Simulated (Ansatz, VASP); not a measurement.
One calculation of BaAlGe, two programs

```
Ba Al Ge
1.0
     4.29009    0.00000    0.00000
    -2.14504    3.71532    0.00000
     0.00000    0.00000    5.01862
Ba Al Ge
1 1 1
Direct
  0.00000 0.00000 0.00000
  0.66667 0.33333 0.50000
  0.33333 0.66667 0.50000
```

Alike in both runs: functional LDA; k mesh 12 × 12 × 8; occupations gaussian, width 0.1 eV; no spin polarisation.

Ansatz relaxed the structure, and its values are those at the end. VASP's run is a single point on that final structure, the one shown.

|  | VASP | Ansatz |
| --- | --- | --- |
| version | VASP 6.6.1 | Ansatz 0.2.0 |
| potentials or method | VASP PAW LDA potentials, release 64 (Ba_sv, Al, Ge_d), cutoff 520 eV | scalar-relativistic, plane waves, PAW |
| valence electrons in the cell | 27 | 27 |

VASP gave:

| Property | Result |
| --- | --- |
| gap on the k mesh at the Fermi level (eV) | none |
| pressure (GPa) | 0.4 |

Which values does Ansatz return?

gap on the k mesh at the Fermi level (eV): none; pressure (GPa): 0.0.

LDA's correlation is that of Perdew and Zunger in VASP and of Perdew and Wang (1992) in Ansatz. A gap of «none» marks a metal or a gap that the smearing closes.

Spin-orbit coupling is off throughout.
